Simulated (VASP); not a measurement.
# GaN (P6_3mc) in VASP: settings compared

Aim: see how the results for GaN move with the level of theory and the settings. Levels: r2SCAN+D3(BJ), r2SCAN. Tasks: single point.

Program: VASP 6.6.1. These are calculated values, not measurements. Logs are shortened: lines on timing, memory, paths and dates and some standing lists are left out, and cuts for length are marked.

**What was measured.**

From “Studying electronic properties in GaN without electrical contacts using γ-γ vs e−-γ Perturbed Angular Correlations”, 2019, pmc:6823545, for a bulk crystal of GaN: band gap 3.503 ± 0.005 eV (direct).

The runs below are set against these values where they give the same quantity.

### Step 1. The cell of the first run

It takes space group P6_3mc (No. 186, hexagonal). The conventional cell has a = 3.183 Å, b = 3.183 Å, c = 5.185 Å, α = 90.00°, β = 90.00°, γ = 120.00°. Ga (site symmetry 3m) has 4 N at 1.95 Å within 2.6 Å. N (site symmetry 3m) has 4 Ga at 1.95 Å within 2.6 Å.

### Step 2. Single point, r2SCAN+D3(BJ)

The input, POSCAR:

```
GaN
1.0
    3.1827480972      0.0000000001      0.0000000000
   -1.5913740487      2.7563407060      0.0000000000
    0.0000000000      0.0000000000      5.1845637132
Ga N
2 2
Direct
    0.3333333333      0.6666666667     -0.0009023823
    0.6666666667      0.3333333333      0.4990976177
    0.3333333333      0.6666666667      0.3759023823
    0.6666666667      0.3333333333      0.8759023823
```

The input, INCAR.step1:

```
ALGO = Normal
EDIFF = 1E-5
ENCUT = 910
GGA = PE
GGA_COMPAT = F
ISMEAR = 0
LASPH = T
LCHARG = F
LREAL = F
LWAVE = T
NBANDS = 26
NELM = 120
PREC = Accurate
SIGMA = 0.05
```

The input, INCAR.step2:

```
ALGO = Normal
EDIFF = 1E-6
ENCUT = 910
GGA_COMPAT = F
ISIF = 2
ISMEAR = 0
ISTART = 1
IVDW = 12
LASPH = T
LCHARG = T
LELF = T
LMIXTAU = T
LREAL = F
LVHAR = T
LWAVE = F
METAGGA = R2SCAN
NBANDS = 26
NELM = 120
PREC = Accurate
SIGMA = 0.05
VDW_A1 = 0.49484001
VDW_A2 = 5.73083694
VDW_S6 = 1.0
VDW_S8 = 0.78981345
```

The input, KPOINTS:

```
k-points
0
Gamma
  8 8 4
```

Potentials or basis: VASP PAW PBE potentials, release 64 (Ga_d, N_h).

On the command line:

```sh
$ cat potpaw_PBE.64/Ga_d/POTCAR potpaw_PBE.64/N_h/POTCAR > POTCAR
$ cp INCAR.step1 INCAR
$ mpirun -np 1 vasp_std > vasp.out
$ cp INCAR.step2 INCAR
$ mpirun -np 1 vasp_std > vasp.out
```

OUTCAR:

```text
EDIFF = 1E-6
   ENCUT = 910
   ISIF = 2
   ISMEAR = 0
   ISTART = 1
   IVDW = 12
   LASPH = T
   LREAL = F
   METAGGA = R2SCAN
   NELM = 120
   PREC = Accurate
 IVDW          = 12

 ion  position               nearest neighbor table
   1  0.333  0.667  0.999-   4 1.95   4 1.95   4 1.95   3 1.95
   2  0.667  0.333  0.499-   3 1.95   3 1.95   3 1.95   4 1.95
   3  0.333  0.667  0.376-   2 1.95   2 1.95   2 1.95   1 1.95
   4  0.667  0.333  0.876-   1 1.95   1 1.95   1 1.95   2 1.95

  LATTYP: Found a hexagonal cell.
 ALAT       =     3.1827480972
 C/A-ratio  =     1.6289582320

  Lattice vectors:

 A1 = (   3.1827480972,   0.0000000001,   0.0000000000)
 A2 = (  -1.5913740487,   2.7563407060,   0.0000000000)
 A3 = (   0.0000000000,   0.0000000000,   5.1845637132)

Analysis of symmetry for initial positions (statically):
=====================================================================
 Subroutine PRICEL returns:
 Original cell was already a primitive cell.

 Routine SETGRP: Setting up the symmetry group for a
 hexagonal supercell.

 Subroutine GETGRP returns: Found 12 space group operations
 (whereof  6 operations were pure point group operations)
 out of a pool of 24 trial point group operations.

The static configuration has the point symmetry C_3v.
 The point group associated with its full space group is C_6v.

Analysis of symmetry for dynamics (positions and initial velocities):
=====================================================================
 Subroutine PRICEL returns:
 Original cell was already a primitive cell.

 Routine SETGRP: Setting up the symmetry group for a
 hexagonal supercell.

 Subroutine GETGRP returns: Found 12 space group operations
 (whereof  6 operations were pure point group operations)
 out of a pool of 24 trial point group operations.

The dynamic configuration has the point symmetry C_3v.
 The point group associated with its full space group is C_6v.

 Subroutine INISYM returns: Found 12 space group operations
 (whereof  6 operations are pure point group operations),
 and found     1 'primitive' translations

----------------------------------------------------------------------------------------

                                     Primitive cell

[... 91 lines left out ...]
   LASPH  =      T    aspherical Exc in radial PAW
   ENCUT  =  910.0 eV  66.88 Ry    8.18 a.u.   7.83  7.83 12.75*2*pi/ulx,y,z
   NELM   =    120;   NELMIN=  2; NELMDL=  0     # of ELM steps
   EDIFF  = 0.1E-05   stopping-criterion for ELM
   LREAL  =      F    real-space projection
   EDIFFG = 0.1E-04   stopping-criterion for IOM
   NSW    =      0    number of steps for IOM
   IBRION =     -1    ionic relax: 0-MD 1-quasi-New 2-CG
   NFREE  =      0    steps in history (QN), initial steepest desc. (CG)
   ISIF   =      2    stress and relaxation
   ISYM   =      2    0-nonsym 1-usesym 2-fastsym
   POTIM  = 0.5000    time-step for ionic-motion
   TEBEG  =    0.0;   TEEND  =   0.0 temperature during run
   PSTRESS=    0.0 pullay stress
   NELECT =      36.0000    total number of electrons
   NUPDOWN=      -1.0000    fix difference up-down
   EMIN   =  10.00;   EMAX   =-10.00  energy-range for DOS
   EFERMI =   0.00;   METHOD = LEGACY
   ISMEAR =     0;   SIGMA  =   0.05  broadening in eV -4-tet -1-fermi 0-gaus
   EFERMI_NEDOS =   21; number of points for ismear=-14 and -15
   IALGO  =     38    algorithm
   IMIX   =      4    mixing-type and parameters
     AMIX     =   0.40;   BMIX     =  1.00
     AMIX_MAG =   1.60;   BMIX_MAG =  1.00
  volume/ion in A,a.u.               =      11.37        76.73
  Fermi-wavevector in a.u.,A,eV,Ry     =   1.514351  2.861708 31.201681  2.293259
  Thomas-Fermi vector in A             =   2.624020
   LORBIT       =      0    0 simple, 1 ext, 2 COOP (PROOUT), +10 PAW based schemes
   METAGGA = R2SCAN    functional components
   LHFCALC =     F    Hartree Fock is set to
   AEXX    =    0.0000 exact exchange contribution
   IVDW    =    12    specifies the selected vdW correction
   LEPSILON=     F    determine dielectric tensor
   LRPA    =     F    only Hartree local field effects (RPA)
 non-spin polarized calculation
 Gauss-broadening in eV      SIGMA  =   0.05
  energy-cutoff  :      910.00
  volume of cell :       45.48
 maximum number of plane-waves:      2864
 NGX is ok and might be reduce to    32
   NGX = 15   NGY = 15   NGZ = 25

 number of electron      36.0000001 magnetization

 Free energy of the ion-electron system (eV)
  ---------------------------------------------------
  ext. energy  EPLUGINS =         0.00000000
  ---------------------------------------------------
  free energy    TOTEN  =       -43.81916215 eV

  energy without entropy =      -43.81916215  energy(sigma->0) =      -43.81916215

 E-fermi :   5.6731     XC(G=0): -12.6566

 val. band max:        5.4001708962   @ k =   0.0000   0.0000   0.0000
 cond. band min:       7.7410335797   @ k =   0.0000   0.0000   0.0000
 fundamental gap:      2.3408626835
 Fermi energy:         5.6731126935

 k-point     1 :       0.0000    0.0000    0.0000
  band No.  band energies     occupation
      1     -11.4158      2.00000
      2     -10.4095      2.00000
      3      -8.4291      2.00000
      4      -8.4135      2.00000
      5      -8.4135      2.00000
      6      -8.3452      2.00000
[... 685 lines left out ...]
     25      18.3274      0.00000
     26      18.3274      0.00000

 [... further k-points ...]

------------------------ aborting loop because EDIFF is reached ----------------------------------------

 Edisp (eV)   -0.48220

 E8    (eV) :    -0.1519

  FORCE on cell =-STRESS in cart. coord.  units (eV):
  Direction    XX          YY          ZZ          XY          YZ          ZX
  --------------------------------------------------------------------------------------
  -------------------------------------------------------------------------------------
  Total      -0.18734    -0.18734    -0.25383     0.00000     0.00000     0.00000
  in kB      -6.59914    -6.59914    -8.94128     0.00000     0.00000     0.00000
  external pressure =       -7.38 kB  Pullay stress =        0.00 kB

 VOLUME and BASIS-vectors are now :
 -----------------------------------------------------------------------------
  energy-cutoff  :      910.00
  volume of cell :       45.48
      direct lattice vectors                 reciprocal lattice vectors
     3.182748097  0.000000000  0.000000000     0.314193888  0.181399926  0.000000000
    -1.591374049  2.756340706  0.000000000    -0.000000000  0.362799852  0.000000000
     0.000000000  0.000000000  5.184563713     0.000000000  0.000000000  0.192880261

 POSITION                                       TOTAL-FORCE (eV/Angst)
 -----------------------------------------------------------------------------------
     -0.00000      1.83756      5.17989         0.000000      0.000000      0.004761
      1.59137      0.91878      2.58760         0.000000     -0.000000      0.004761
     -0.00000      1.83756      1.94889        -0.000000      0.000000     -0.004761
      1.59137      0.91878      4.54117        -0.000000     -0.000000     -0.004761
 -----------------------------------------------------------------------------------
    total drift:                               -0.000000      0.000000     -0.002410

  FREE ENERGIE OF THE ION-ELECTRON SYSTEM (eV)
  ---------------------------------------------------
  free  energy   TOTEN  =       -44.3013660467 eV

  energy  without entropy=      -44.3013660467  energy(sigma->0) =      -44.30136605
```

OSZICAR.step1:

```text
N       E                     dE             d eps       ncg     rms          rms(c)
DAV:   1     0.361821920107E+03    0.36182E+03   -0.24471E+04  1696   0.363E+03
DAV:   2     0.354196067425E+02   -0.32640E+03   -0.30847E+03  1624   0.649E+02
DAV:   3    -0.244732536562E+02   -0.59893E+02   -0.58148E+02  1920   0.183E+02
DAV:   4    -0.282101996189E+02   -0.37369E+01   -0.37001E+01  1878   0.453E+01
DAV:   5    -0.283251620283E+02   -0.11496E+00   -0.11456E+00  1952   0.720E+00    0.109E+01
DAV:   6    -0.242395509419E+02    0.40856E+01   -0.10037E+01  2688   0.488E+01    0.272E+00
DAV:   7    -0.243267105886E+02   -0.87160E-01   -0.13445E+00  1658   0.840E+00    0.200E+00
DAV:   8    -0.243277102414E+02   -0.99965E-03   -0.15986E-01  2612   0.531E+00    0.843E-01
DAV:   9    -0.243121740161E+02    0.15536E-01   -0.63541E-02  2536   0.432E+00    0.118E-01
DAV:  10    -0.243128029994E+02   -0.62898E-03   -0.45580E-03  1888   0.745E-01    0.531E-02
DAV:  11    -0.243128217058E+02   -0.18706E-04   -0.44806E-04  2004   0.264E-01    0.115E-02
DAV:  12    -0.243128318513E+02   -0.10146E-04   -0.66592E-05  1832   0.148E-01    0.141E-02
DAV:  13    -0.243128302104E+02    0.16409E-05   -0.11903E-05   958   0.661E-02
   1 F= -.24312830E+02 E0= -.24312830E+02  d E =-.110058E-17
```

Wall time 4.6 min (1 thread of Intel Xeon Platinum 8259CL at 2.50GHz (Skylake/Cascade Lake), shared host); peak memory 0.27 GiB.

Results:

| Property | Result |
| --- | --- |
| Free energy | -44.3014 eV |
| Pressure | -0.7 GPa |
| Largest force | 0.005 eV/Å |
| Band gap on the k mesh | 2.34 eV |
| Dispersion energy per atom | -0.121 eV |

Forces on the atoms (eV/Å):
```
Ga   0.000  0.000  0.005
Ga   0.000  0.000  0.005
N    0.000  0.000 -0.005
N    0.000  0.000 -0.005
```

Levels at points of the mesh, in eV from the valence-band top:
```csv
k point,band 16,band 17,band 18,band 19,band 20,band 21
"(0.00, 0.00, 0.00)",-0.04,0.00,0.00,2.34,4.82,9.96
"(0.50, 0.00, 0.00)",-2.83,-2.24,-1.03,5.58,6.12,6.55
"(0.00, 0.00, 0.50)",-0.55,-0.55,-0.55,4.77,4.77,9.18
"(0.50, 0.00, 0.50)",-2.01,-1.95,-1.95,4.89,4.89,8.42
```

Caveat: the cutoff is under 1.25 times the usual one of these potentials, so pressure, stress and relaxed cells hold a basis-set (Pulay) error; the PAW data sets were made with another functional, which shifts forces and pressure a little.

### Step 3. Single point, r2SCAN

POSCAR is that of step 2.

The input, INCAR.step1:

```
PREC     = Accurate       # precision mode
ENCUT    = 910            # plane-wave cutoff, eV
ISMEAR   = 0              # smearing method
SIGMA    = 0.05           # smearing width, eV
LREAL    = F              # projectors in reciprocal space
LASPH    = T              # aspherical terms in the spheres
NELM     = 120            # most SCF steps
NBANDS   = 26             # bands
GGA      = PE             # functional
ALGO     = Normal         # electronic algorithm
EDIFF    = 1E-5           # SCF threshold, eV
LWAVE    = T              # write WAVECAR
LCHARG   = F              # write CHGCAR
GGA_COMPAT= F
```

The input, INCAR.step2:

```
PREC     = Accurate       # precision mode
ENCUT    = 910            # plane-wave cutoff, eV
EDIFF    = 1E-6           # SCF threshold, eV
ISMEAR   = 0              # smearing method
SIGMA    = 0.05           # smearing width, eV
LREAL    = F              # projectors in reciprocal space
LASPH    = T              # aspherical terms in the spheres
NELM     = 120            # most SCF steps
ALGO     = Normal         # electronic algorithm
ISIF     = 2              # what is computed and relaxed
LWAVE    = F              # write WAVECAR
LCHARG   = F              # write CHGCAR
METAGGA  = R2SCAN         # meta-GGA
LMIXTAU  = T            
NBANDS   = 26             # bands
ISTART   = 1            
GGA_COMPAT= F
```

The input, KPOINTS:

```
Automatic mesh
0
Gamma
  8 8 4
```

Potentials or basis: VASP PAW PBE potentials, release 64 (Ga_d, N_h).

On the command line:

```sh
$ cat potpaw_PBE.64/Ga_d/POTCAR potpaw_PBE.64/N_h/POTCAR > POTCAR
$ cp INCAR.step1 INCAR
$ mpirun -np 1 vasp_std > vasp.out
$ cp INCAR.step2 INCAR
$ mpirun -np 1 vasp_std > vasp.out
```

Run time: 1.9 min. Hardware: 1 thread of Intel Xeon 6975P-C (Granite Rapids), shared host; peak memory 0.28 GiB.

It converged, with:

* Free energy: -43.8192 eV
* Pressure: 1.0 GPa
* Largest force: 0.005 eV/Å
* Band gap on the k mesh: 2.34 eV

Forces on the atoms (eV/Å):
```
Ga   0.000  0.000  0.005
Ga   0.000  0.000  0.005
N    0.000  0.000 -0.005
N    0.000  0.000 -0.005
```

Stress tensor (GPa, compression positive):
```
1.05 0.00 0.00
0.00 1.05 0.00
0.00 0.00 0.83
```

Levels at points of the mesh, in eV from the valence-band top:
| k point | band 14 | band 15 | band 16 | band 17 | band 18 | band 19 | band 20 | band 21 | band 22 | band 23 |
| --- | --- | --- | --- | --- | --- | --- | --- | --- | --- | --- |
| (0.00, 0.00, 0.00) | -1.07 | -1.07 | -0.04 | 0.00 | 0.00 | 2.34 | 4.82 | 9.96 | 10.59 | 10.59 |
| (0.50, 0.00, 0.00) | -5.40 | -4.30 | -2.83 | -2.24 | -1.03 | 5.58 | 6.12 | 6.55 | 9.35 | 11.07 |
| (0.00, 0.00, 0.50) | -3.93 | -0.55 | -0.55 | -0.55 | -0.55 | 4.77 | 4.77 | 9.18 | 9.18 | 11.11 |
| (0.50, 0.00, 0.50) | -6.72 | -2.01 | -2.01 | -1.95 | -1.95 | 4.89 | 4.89 | 8.42 | 8.42 | 10.76 |

Caveat: the cutoff is under 1.25 times the usual one of these potentials, so pressure, stress and relaxed cells hold a basis-set (Pulay) error; the PAW data sets were made with another functional, which shifts forces and pressure a little.

### Step 4. Against experiment

Step 2. Measured gap of GaN: 3.503 eV (direct; quoted in “Studying electronic properties in GaN without electrical contacts using γ-γ vs e−-γ Perturbed Angular Correlations”, 2019, pmc:6823545). This calculation gives 2.34 eV (-1.16 eV). Spin-orbit coupling on Ga is left out. The value is that of r2SCAN+D3(BJ), without temperature or zero-point motion.

Step 3. A measured gap of GaN is 3.503 eV (direct; quoted in “Studying electronic properties in GaN without electrical contacts using γ-γ vs e−-γ Perturbed Angular Correlations”, 2019, pmc:6823545); the calculated 2.34 eV misses it by -1.16 eV. Spin-orbit coupling on Ga is left out. The value is that of r2SCAN, without temperature or zero-point motion.
